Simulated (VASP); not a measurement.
# TiC in VASP: relaxation of cell and atoms with PBE

Aim: the relaxation of cell and atoms of TiC with PBE.

Program: VASP 6.6.1. These are calculated values, not measurements. Logs are shortened: lines on timing, memory, paths and dates and some standing lists are left out, and cuts for length are marked.

## Step 1: The cell of the first run

The cell holds a disordered packing, 18 atoms: a = 5.950 Å, b = 5.641 Å, c = 5.900 Å, α = 89.47°, β = 90.90°, γ = 86.68°.

## Step 2: Relaxation of cell and atoms, PBE

INCAR

```
  ALGO = Normal
  EDIFF = 1E-6
  EDIFFG = -0.04
  ENCUT = 600
  GGA = PE
  IBRION = 2
  ISIF = 3
  ISMEAR = 0
  ISYM = 0
  LASPH = True
  LCHARG = False
  LREAL = Auto
  LWAVE = False
  NELM = 100
  NSW = 90
  PREC = Accurate
  SIGMA = 0.1
```

KPOINTS

```
Automatic mesh
0
Gamma
  2 2 2
  0.5 0.5 0.5
```

POSCAR

```
TiC
1.0
    5.9470330000      0.1677040000     -0.0467090000
    0.1677040000      5.6385680000      0.0272880000
   -0.0467090000      0.0272880000      5.8999950000
Ti C
9 9
Direct
    0.5415446114      0.5932045001      0.1736468260
    0.6377361189      0.6832846865      0.6428406027
    0.2866754859      0.1067850101      0.1520490801
    0.7500069107      0.0081450514      0.2555413588
    0.9597503979      0.3402610209      0.5069863270
    0.0668476365      0.6298563243      0.0651128330
    0.4087006274      0.1812156687      0.6631177028
    0.8972697318      0.0186511590      0.8200160240
    0.1903416613      0.7214838744      0.5223044418
    0.2970149599      0.4154906305      0.3476778092
    0.9750938115      0.2784282886      0.0609272328
    0.5647963067      0.9124232365      0.9543071152
    0.4298647073      0.9047142948      0.4057933891
    0.8621624264      0.6603548381      0.3539868175
    0.3391023003      0.8047678160      0.8831672272
    0.7386018985      0.3291946849      0.0048238428
    0.6968046429      0.3495712099      0.7667015571
    0.1309072101      0.2991220510      0.8618088959
```

Potentials or basis: VASP PAW PBE potentials, release 64 (Ti_sv, C).

Launch:

```bash
> cat potpaw_PBE.64/Ti_sv/POTCAR potpaw_PBE.64/C/POTCAR > POTCAR
> mpirun -np 1 vasp_std > vasp.out
```

OUTCAR:

```text
EDIFF = 1E-6
   EDIFFG = -0.04
   ENCUT = 600
   GGA = PE
   IBRION = 2
   ISIF = 3
   ISMEAR = 0
   ISYM = 0
   LASPH = True
   LREAL = Auto
   NELM = 100
   NSW = 90
   PREC = Accurate

 ion  position               nearest neighbor table
   1  0.542  0.593  0.174-  10 2.09  16 2.11  12 2.22  14 2.22  13 2.31  15 2.35   4 2.75   2 2.87
                             6 2.88
   2  0.638  0.683  0.643-  17 2.02  14 2.18  13 2.19  12 2.29  15 2.36   8 2.72   9 2.74   5 2.78
                             1 2.87
   3  0.287  0.107  0.152-  13 2.02  11 2.10  10 2.10  18 2.18  12 2.27  15 2.35   4 2.84
   4  0.750  0.008  0.256-  14 2.11  12 2.17  13 2.22  16 2.33  11 2.39   8 2.73   5 2.74   1 2.75
                             3 2.84
   5  0.960  0.340  0.507-  14 2.06  17 2.21  10 2.29  18 2.32   9 2.62   8 2.62   4 2.74   2 2.78
                             7 2.90
   6  0.067  0.630  0.065-  11 2.09  14 2.11  15 2.23  18 2.24  10 2.41   8 2.75   9 2.84   1 2.88

   7  0.409  0.181  0.663-  17 2.09  18 2.12  13 2.19  10 2.34  12 2.42   5 2.90
   8  0.897  0.019  0.820-  11 2.12  17 2.17  18 2.18  16 2.24  12 2.25   5 2.62   2 2.72   4 2.73
                             6 2.75
   9  0.190  0.721  0.522-  13 1.94  10 2.09  14 2.22  15 2.35   5 2.62   2 2.74   6 2.84
  10  0.297  0.415  0.348-   9 2.09   1 2.09   3 2.10   5 2.29   7 2.34   6 2.41
  11  0.975  0.278  0.061-  16 1.45  18 1.52   6 2.09   3 2.10   8 2.12   4 2.39
  12  0.565  0.912  0.954-  15 1.56   4 2.17   1 2.22   8 2.25   3 2.27   2 2.29   7 2.42
  13  0.430  0.905  0.406-   9 1.94   3 2.02   7 2.19   2 2.19   4 2.22   1 2.31
  14  0.862  0.660  0.354-   5 2.06   4 2.11   6 2.11   2 2.18   9 2.22   1 2.22
  15  0.339  0.805  0.883-  12 1.56   6 2.23   3 2.35   1 2.35   9 2.35   2 2.36
  16  0.739  0.329  0.005-  17 1.43  11 1.45   1 2.11   8 2.24   4 2.33
  17  0.697  0.350  0.767-  16 1.43   2 2.02   7 2.09   8 2.17   5 2.21
  18  0.131  0.299  0.862-  11 1.52   7 2.12   8 2.18   3 2.18   6 2.24   5 2.32

IMPORTANT INFORMATION: All symmetrisations will be switched off!
NOSYMM: (Re-)initialisation of all symmetry stuff for point group C_1.

----------------------------------------------------------------------------------------

                                     Primitive cell

  volume of cell :     197.6600

  direct lattice vectors                    reciprocal lattice vectors
     5.947033000  0.167704000 -0.046709000     0.168303068 -0.005012281  0.001355602
     0.167704000  5.638568000  0.027288000    -0.005012281  0.177503236 -0.000860649
    -0.046709000  0.027288000  5.899995000     0.001355602 -0.000860649  0.169506382

  length of vectors
     5.949580478  5.641127401  5.900242992     0.168383144  0.177576075  0.169513987

  position of ions in fractional coordinates (direct lattice)
     0.541544611  0.593204500  0.173646826
     0.637736119  0.683284687  0.642840603
[... 115 lines left out ...]
   AEXX    =    0.0000 exact exchange contribution
   IVDW    =     0    specifies the selected vdW correction
   LEPSILON=     F    determine dielectric tensor
   LRPA    =     F    only Hartree local field effects (RPA)
 conjugate gradient relaxation of ions
 non-spin polarized calculation
 Gauss-broadening in eV      SIGMA  =   0.10
  energy-cutoff  :      600.00
  volume of cell :      197.66
 maximum number of plane-waves:      6604
   NGX = 23   NGY = 23   NGZ = 23

--------------------------------------- Ionic step        1  -------------------------------------------

 number of electron     144.0000003 magnetization

 Free energy of the ion-electron system (eV)
  ---------------------------------------------------
  ext. energy  EPLUGINS =         0.00000000
  ---------------------------------------------------
  free energy    TOTEN  =      -157.01759219 eV

  energy without entropy =     -156.96915325  energy(sigma->0) =     -156.99337272

------------------------ aborting loop because EDIFF is reached ----------------------------------------

  FORCE on cell =-STRESS in cart. coord.  units (eV):
  Direction    XX          YY          ZZ          XY          YZ          ZX
  --------------------------------------------------------------------------------------
  -------------------------------------------------------------------------------------
  Total       -1.7180874     12.1999549     -4.1900286      2.7639999      4.3962407      5.2140566
  in kB      -13.9263445     98.8894801    -33.9632195     22.4042234     35.6347184     42.2637095
  external PRESSURE =      16.9999720 kB  Pullay stress =       0.0000000 kB
[... 137 lines left out ...]
  FREE ENERGIE OF THE ION-ELECTRON SYSTEM (eV)
  ---------------------------------------------------
  free  energy   TOTEN  =      -158.0534739111 eV

  energy  without entropy=     -158.0201829085  energy(sigma->0) =     -158.03682841

[... ionic steps 4 to 28 ...]

--------------------------------------- Ionic step       29  -------------------------------------------

 number of electron     144.0000004 magnetization

------------------------ aborting loop because EDIFF is reached ----------------------------------------
[... 99 lines left out ...]
--------------------------------------- Ionic step       31  -------------------------------------------

 number of electron     144.0000005 magnetization

 Free energy of the ion-electron system (eV)
  ---------------------------------------------------
  ext. energy  EPLUGINS =         0.00000000
  ---------------------------------------------------
  free energy    TOTEN  =      -158.81609477 eV

  energy without entropy =     -158.78638060  energy(sigma->0) =     -158.80123768

 E-fermi :   8.9518     XC(G=0): -12.1622

 val. band max:        8.9016751083   @ k =   0.2500  -0.2500   0.2500
 cond. band min:       8.9939209602   @ k =  -0.2500   0.2500   0.2500
 fundamental gap:      0.0922458519
 Fermi energy:         8.9518481618

 k-point     1 :       0.2500    0.2500    0.2500
  band No.  band energies     occupation
      1     -48.1514      2.00000
      2     -48.0707      2.00000
      3     -47.9456      2.00000
      4     -47.9117      2.00000
      5     -47.8930      2.00000
      6     -47.7194      2.00000
[... 337 lines left out ...]
     83      10.8871      0.00000
     84      11.0495      0.00000
 [bands above 84 left out]

------------------------ aborting loop because EDIFF is reached ----------------------------------------

  FORCE on cell =-STRESS in cart. coord.  units (eV):
  Direction    XX          YY          ZZ          XY          YZ          ZX
  --------------------------------------------------------------------------------------
  -------------------------------------------------------------------------------------
  Total       -0.1303068     -0.2352734     -0.0356327     -0.0133146     -0.0059102      0.0059405
  in kB       -1.0539723     -1.9029825     -0.2882112     -0.1076937     -0.0478040      0.0480492
  external PRESSURE =      -1.0817220 kB  Pullay stress =       0.0000000 kB
[... 33 lines left out ...]
  FREE ENERGIE OF THE ION-ELECTRON SYSTEM (eV)
  ---------------------------------------------------
  free  energy   TOTEN  =      -158.8160947719 eV

  energy  without entropy=     -158.7863805953  energy(sigma->0) =     -158.80123768

 reached required accuracy - stopping structural energy minimisation
```

CONTCAR:

```text
TiC
   1.00000000000000
     5.8708180796194869    0.2855859704860876    0.1310209048154580
     0.2728420290986940    5.8837228878139669    0.3043072164657120
     0.1198832899492970    0.3011280238693820    5.7651705445969270
  Ti              C
     9     9
Direct
     0.5476653044160614    0.6090265141182624    0.1986674322697813
     0.6502542865413234    0.6785027517271929    0.6785159133358887
     0.2915929911618162    0.1139574014269825    0.1553647719913492
     0.7649912414122423    0.9996158836423947    0.2727767028701176
     0.9589283649919227    0.3355291591802763    0.4676454885627238
     0.0891084538039318    0.6068567311982267    0.0585041349767654
[... 10 lines left out ...]
     0.6928355266841993    0.3343582469542883    0.7305974138606453
     0.1269740853186757    0.3017916945612360    0.8442473978079386

  0.00000000E+00  0.00000000E+00  0.00000000E+00
  0.00000000E+00  0.00000000E+00  0.00000000E+00
  0.00000000E+00  0.00000000E+00  0.00000000E+00
  0.00000000E+00  0.00000000E+00  0.00000000E+00
  0.00000000E+00  0.00000000E+00  0.00000000E+00
  0.00000000E+00  0.00000000E+00  0.00000000E+00
[... 10 lines left out ...]
  0.00000000E+00  0.00000000E+00  0.00000000E+00
  0.00000000E+00  0.00000000E+00  0.00000000E+00
```

Wall time 36 min (1 thread of Intel Xeon 6975P-C (Granite Rapids), shared host); peak memory 0.37 GiB.

What came out:

```yaml
Free_energy: -158.8161 eV
Relaxed_volume: 11.00 Å³/atom
Relaxed_cell: a = 5.879 Å, b = 5.898 Å, c = 5.774 Å, α = 84.00°, β = 87.39°, γ = 84.50°
Space_group_after_relaxing_to_0.1_Å: P1 (No. 1)
Energy_gained_by_relaxing: 99.9 meV/atom
Ionic_steps: 31
Pressure_after_relaxing: -0.1 GPa
Largest_force_after_relaxing: 0.037 eV/Å
Band_gap_on_the_k_mesh: 0.09 eV (least direct gap 0.29 eV)
```

Forces on the atoms (eV/Å):
```
Ti  -0.013 -0.024  0.005
Ti   0.001  0.014 -0.005
Ti  -0.030  0.016  0.014
Ti   0.000 -0.034 -0.015
Ti   0.007  0.022  0.019
Ti  -0.015  0.011  0.009
Ti   0.012  0.004 -0.013
Ti   0.003  0.002  0.013
Ti   0.011  0.008 -0.018
C    0.014  0.011  0.007
C    0.004  0.010 -0.003
C   -0.005 -0.019  0.015
C    0.003 -0.023  0.012
C   -0.012  0.022 -0.014
C    0.012 -0.008  0.026
C   -0.004 -0.006 -0.032
C    0.016  0.011  0.006
C   -0.006 -0.016 -0.026
```

Stress tensor (GPa, compression positive):
```
-0.11 -0.01  0.00
-0.01 -0.19  0.00
 0.00  0.00 -0.03
```

The path:
| step | energy change (eV) | largest force (eV/Å) | pressure (GPa) | volume (Å³) |
| --- | --- | --- | --- | --- |
| 1 | 0.0000 | 2.3250 | 1.70 | 197.66 |
| 2 | -1.0311 | 1.3933 | -1.25 | 200.82 |
| 3 | -1.0359 | 1.6569 | -1.32 | 201.04 |
| 4 | -1.3570 | 1.0274 | -0.36 | 199.64 |
| 5 | -1.3670 | 0.8971 | -0.59 | 199.86 |
| 6 | -1.5370 | 0.7419 | 1.09 | 198.21 |
| 7 | -1.5392 | 0.8602 | 1.35 | 198.00 |
| 8 | -1.6273 | 0.7227 | -0.73 | 199.69 |
| 9 | -1.6284 | 0.6193 | -0.56 | 199.52 |
| 10 | -1.6935 | 0.3618 | -0.26 | 199.23 |
| 11 | -1.6976 | 0.4174 | -0.12 | 199.14 |
| 12 | -1.7407 | 0.3249 | 0.36 | 198.69 |
| 13 | -1.7418 | 0.3527 | 0.46 | 198.60 |
| 14 | -1.7598 | 0.3588 | -0.51 | 199.35 |
| 15 | -1.7603 | 0.2862 | -0.40 | 199.24 |
| 16 | -1.7722 | 0.2505 | 0.22 | 198.78 |
| 17 | -1.7722 | 0.2538 | 0.24 | 198.77 |
| 18 | -1.7795 | 0.1698 | -0.30 | 199.01 |
| 19 | -1.7795 | 0.1847 | -0.35 | 199.02 |
| 20 | -1.7866 | 0.1400 | 0.03 | 198.47 |
| 21 | -1.7872 | 0.1510 | 0.20 | 198.25 |
| 22 | -1.7919 | 0.1231 | 0.03 | 198.29 |
| 23 | -1.7920 | 0.1480 | 0.00 | 198.29 |
| 24 | -1.7937 | 0.2046 | -0.05 | 198.30 |
| 25 | -1.7938 | 0.1557 | -0.05 | 198.30 |
| 26 | -1.7958 | 0.0665 | -0.08 | 198.20 |
| 27 | -1.7959 | 0.0807 | -0.07 | 198.17 |
| 28 | -1.7976 | 0.0579 | 0.15 | 197.94 |
| 29 | -1.7977 | 0.0627 | 0.23 | 197.86 |
| 30 | -1.7984 | 0.0622 | -0.19 | 198.17 |
| 31 | -1.7985 | 0.0372 | -0.11 | 198.08 |

Final structure:
```cif
data_structure
_symmetry_space_group_name_H-M 'P 1'
_symmetry_Int_Tables_number 1
_cell_length_a 5.8792
_cell_length_b 5.8979
_cell_length_c 5.7743
_cell_angle_alpha 84.002
_cell_angle_beta 87.391
_cell_angle_gamma 84.502
_cell_volume 198.08
loop_
_atom_site_label
_atom_site_type_symbol
_atom_site_fract_x
_atom_site_fract_y
_atom_site_fract_z
_atom_site_occupancy
Ti1 Ti 0.54767 0.60903 0.19867 1
Ti2 Ti 0.65025 0.67850 0.67852 1
Ti3 Ti 0.29159 0.11396 0.15536 1
Ti4 Ti 0.76499 0.99962 0.27278 1
Ti5 Ti 0.95893 0.33553 0.46765 1
Ti6 Ti 0.08911 0.60686 0.05850 1
Ti7 Ti 0.40638 0.17350 0.64323 1
Ti8 Ti 0.88410 0.02980 0.82663 1
Ti9 Ti 0.17487 0.71244 0.54602 1
C1 C 0.29096 0.41721 0.34614 1
C2 C 0.95997 0.27579 0.05160 1
C3 C 0.55086 0.92061 0.93625 1
C4 C 0.44913 0.89291 0.42492 1
C5 C 0.86873 0.66886 0.36287 1
C6 C 0.34432 0.81041 0.91407 1
C7 C 0.72155 0.35580 0.98276 1
C8 C 0.69284 0.33436 0.73060 1
C9 C 0.12697 0.30179 0.84425 1
```

Caveat: the k points lie up to 0.55 Å⁻¹ apart in the final cell; the atoms stand as in a frame of molecular dynamics.
